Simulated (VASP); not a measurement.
# Hg (P6_3/mmc) in VASP: further runs, part 3 of 3

VASP 6.6.1. The steps go on from the part before.

## (6) Relaxation of cell and atoms, PBE+D3(BJ), target pressure 1 GPa, at which the enthalpy is minimised

This run uses another cell than the first one, of 24.90 Å³/atom.

INCAR

```
PREC     = Accurate       # precision mode
ENCUT    = 600            # plane-wave cutoff, eV
EDIFF    = 1E-6           # SCF threshold, eV
ISMEAR   = 0              # smearing method
SIGMA    = 0.1            # smearing width, eV
LREAL    = False          # projectors in reciprocal space
LASPH    = True           # aspherical terms in the spheres
NELM     = 80             # most SCF steps
ALGO     = Fast           # electronic algorithm
ISIF     = 3              # what is computed and relaxed
LWAVE    = False          # write WAVECAR
LCHARG   = False          # write CHGCAR
GGA      = PE             # functional
IVDW     = 12             # dispersion correction
IBRION   = 2              # ionic algorithm
NSW      = 70             # ionic steps
EDIFFG   = -0.008         # ionic threshold
PSTRESS  = 10.0
```

KPOINTS

```
regular mesh
0
Gamma
  12 12 4
```

POSCAR

```
Hg
1.0
    3.3172624739      0.0000000000      0.0000000000
   -1.6586312370      2.8728335734      0.0000000000
    0.0000000000      0.0000000000     10.4512631255
Hg
4
Direct
    0.0000000000      0.0000000000      0.0000000000
    0.3333333333      0.6666666667      0.2500000000
    0.0000000000      0.0000000000      0.5000000000
    0.6666666667      0.3333333333      0.7500000000
```

Potentials or basis: VASP PAW PBE potentials, release 64 (Hg).

On the command line:

```
$ cat potpaw_PBE.64/Hg/POTCAR > POTCAR
$ mpirun -np 1 vasp_std > vasp.out
```

OUTCAR:

```text
PREC = Accurate
   ENCUT = 600
   EDIFF = 1E-6
   ISMEAR = 0
   LREAL = False
   LASPH = True
   NELM = 80
   ISIF = 3
   GGA = PE
   IVDW = 12
   IBRION = 2
   NSW = 70
   EDIFFG = -0.008
   PSTRESS = 10.0
 IVDW          = 12

 ion  position               nearest neighbor table
   1  0.000  0.000  0.000-   2 3.24   4 3.24   4 3.24   2 3.24   4 3.24   2 3.24
   2  0.333  0.667  0.250-   1 3.24   3 3.24   1 3.24   3 3.24   1 3.24   3 3.24
   3  0.000  0.000  0.500-   2 3.24   4 3.24   4 3.24   2 3.24   4 3.24   2 3.24
   4  0.667  0.333  0.750-   1 3.24   3 3.24   1 3.24   3 3.24   1 3.24   3 3.24

  LATTYP: Found a hexagonal cell.
 ALAT       =     3.3172624739
 C/A-ratio  =     3.1505686414

  Lattice vectors:

 A1 = (   3.3172624739,   0.0000000000,   0.0000000000)
 A2 = (  -1.6586312370,   2.8728335734,   0.0000000000)
 A3 = (   0.0000000000,   0.0000000000,  10.4512631255)

Analysis of symmetry for initial positions (statically):
=====================================================================
 Subroutine PRICEL returns:
 Original cell was already a primitive cell.

 Routine SETGRP: Setting up the symmetry group for a
 hexagonal supercell.

 Subroutine GETGRP returns: Found 24 space group operations
 (whereof 12 operations were pure point group operations)
 out of a pool of 24 trial point group operations.

The static configuration has the point symmetry D_3d.
 The point group associated with its full space group is D_6h.

Analysis of symmetry for dynamics (positions and initial velocities):
[... 147 lines left out ...]
 conjugate gradient relaxation of ions
 non-spin polarized calculation
 RMM-DIIS sequential band-by-band and
 Gauss-broadening in eV      SIGMA  =   0.10
  energy-cutoff  :      600.00
  volume of cell :       99.60
 maximum number of plane-waves:      3402
 NGX is ok and might be reduce to    28
   NGX = 13   NGY = 13   NGZ = 41

--------------------------------------- Ionic step        1  -------------------------------------------

 number of electron      47.9999997 magnetization

 Free energy of the ion-electron system (eV)
  ---------------------------------------------------
  ext. energy  EPLUGINS =         0.00000000
  ---------------------------------------------------
  free energy    TOTEN  =        -0.52671217 eV

  energy without entropy =       -0.52264439  energy(sigma->0) =       -0.52467828

------------------------ aborting loop because EDIFF is reached ----------------------------------------

 Edisp (eV)   -1.68137

 E8    (eV) :    -0.7618
[... 123 lines left out ...]
--------------------------------------- Ionic step        4  -------------------------------------------

 number of electron      47.9999995 magnetization

 Free energy of the ion-electron system (eV)
  ---------------------------------------------------
  ext. energy  EPLUGINS =         0.00000000
  ---------------------------------------------------
  free energy    TOTEN  =        -0.48619060 eV

  energy without entropy =       -0.48193100  energy(sigma->0) =       -0.48406080

 E-fermi :   2.2047     XC(G=0): -10.6706

 val. band max:        2.1530031785   @ k =   0.4167   0.1667   0.0000
 cond. band min:       2.2194985004   @ k =   0.1667  -0.0000   0.0000
 fundamental gap:      0.0664953219
 Fermi energy:         2.2046864533

 k-point     1 :       0.0000    0.0000    0.0000
  band No.  band energies     occupation
      1      -6.2952      2.00000
      2      -5.2997      2.00000
      3      -5.1880      2.00000
      4      -5.1850      2.00000
      5      -4.4680      2.00000
      6      -4.4680      2.00000
[... 733 lines left out ...]
     27       5.6792      0.00000
     28       7.1328      0.00000

 [... further k-points ...]

------------------------ aborting loop because EDIFF is reached ----------------------------------------

 Edisp (eV)   -1.71326

 E8    (eV) :    -0.7760
[... 31 lines left out ...]
  energy  without entropy=       -2.1951924949  energy(sigma->0) =       -2.19732229

  enthalpy is  TOTEN    =        -1.5893987801 eV   P V=        0.6100533081

 reached required accuracy - stopping structural energy minimisation
```

OSZICAR:

```text
N       E                     dE             d eps       ncg     rms          rms(c)
DAV:   1     0.435230466125E+03    0.43523E+03   -0.26747E+04  3192   0.186E+03
[... 33 lines left out ...]
       N       E                     dE             d eps       ncg     rms          rms(c)
DAV:   1    -0.487766727815E+00    0.22197E-02   -0.33579E-02  3288   0.175E+00    0.274E-01
RMM:   2    -0.486279821932E+00    0.14869E-02   -0.42190E-03  3192   0.542E-01    0.895E-02
RMM:   3    -0.486198314957E+00    0.81507E-04   -0.46119E-04  3192   0.107E-01    0.809E-02
RMM:   4    -0.486191706275E+00    0.66087E-05   -0.36299E-05  3192   0.466E-02    0.110E-02
RMM:   5    -0.486190449584E+00    0.12567E-05   -0.37732E-05  3209   0.433E-02    0.617E-03
RMM:   6    -0.486190595924E+00   -0.14634E-06   -0.34236E-06  1960   0.157E-02
   4 F= -.15893988E+01 E0= -.15872690E+01  d E =-.296744E-02
```

It took 12 min on 1 thread of Intel Xeon 8259CL, shared host; peak memory 0.35 GiB.

Results:

* Free energy: -2.1995 eV
* Relaxed volume: 24.44 Å³/atom
* Relaxed cell: a = 3.296 Å, b = 3.296 Å, c = 10.387 Å, α = 90.00°, β = 90.00°, γ = 120.00°
* Space group after relaxing (to 0.1 Å): P6_3/mmc (No. 194)
* Energy change on relaxing (the run minimises the enthalpy): +2.2 meV/atom
* Ionic steps: 4
* Pressure after relaxing: 1.0 GPa
* Band gap on the k mesh: zero (bands 24 and 25 overlap by 1.28 eV)
* Dispersion energy per atom: -0.428 eV

The path:
```csv
step,energy change (eV),largest force (eV/Å),pressure (GPa),volume (Å³)
1,0.0000,0.0000,0.52,99.60
2,0.0043,0.0000,0.79,98.52
3,0.0077,0.0000,0.96,97.90
4,0.0086,0.0000,0.99,97.74
```

Final structure:
```cif
data_structure
_symmetry_space_group_name_H-M 'P 1'
_symmetry_Int_Tables_number 1
_cell_length_a 3.2963
_cell_length_b 3.2963
_cell_length_c 10.3871
_cell_angle_alpha 90.000
_cell_angle_beta 90.000
_cell_angle_gamma 120.000
_cell_volume 97.74
loop_
_atom_site_label
_atom_site_type_symbol
_atom_site_fract_x
_atom_site_fract_y
_atom_site_fract_z
_atom_site_occupancy
Hg1 Hg 0.00000 0.00000 0.00000 1
Hg2 Hg 0.33333 0.66667 0.25000 1
Hg3 Hg 0.00000 0.00000 0.50000 1
Hg4 Hg 0.66667 0.33333 0.75000 1
```

Caveat: the cell is relaxed towards a set pressure, so the run minimises the enthalpy, not the energy; spin-orbit coupling is left out, which moves the levels of the heavy elements.

## (7) Summary

| task | potentials or basis | cell | k mesh | cutoff (eV) | gap on the mesh (eV) | pressure (GPa) |
| --- | --- | --- | --- | --- | --- | --- |
| single point | VASP PAW PBE potentials, release 64 (Hg_sv_GW) | a = 3.281, b = 3.281, c = 10.358 Å, angles 90.0, 90.0, 120.0°, 4 atoms | 12 × 12 × 4 | 550 | none | 0.7 |
| single point | VASP PAW PBE potentials, release 64 (Hg_sv_GW) | a = 3.234, b = 3.234, c = 10.261 Å, angles 90.0, 90.0, 120.0°, 4 atoms | 15 × 15 × 4 | 550 | none | 2.1 |
| single point | VASP PAW PBE potentials, release 64 (Hg) | a = 2.938, b = 2.938, c = 9.795 Å, angles 90.0, 90.0, 120.0°, 4 atoms | 18 × 18 × 6 | 520 | none | 26.3 |
| relaxation of cell and atoms | VASP PAW PBE potentials, release 64 (Hg) | relaxed to 4 GPa from a = 3.194, b = 3.194, c = 10.085 Å, angles 90.0, 90.0, 120.0°, 4 atoms | 12 × 12 × 4 | 600 | none | 4.0 |
| relaxation of cell and atoms | VASP PAW PBE potentials, release 64 (Hg) | relaxed to 1 GPa from a = 3.317, b = 3.317, c = 10.451 Å, angles 90.0, 90.0, 120.0°, 4 atoms | 12 × 12 × 4 | 600 | none | 1.0 |

Alike in all rows: level PBE+D3(BJ); no spin polarisation; smearing gaussian 0.1 eV.

Caveats: spin-orbit coupling is left out, which moves the levels of the heavy elements; the cell is relaxed towards a set pressure, so the run minimises the enthalpy, not the energy (at least some runs); the cell stands under pressure (at least some runs).

Total energies depend on the potentials used, so only differences within one code and one set of settings carry meaning.

The gap in the log of VASP goes by the Fermi energy; the results here count the filled bands.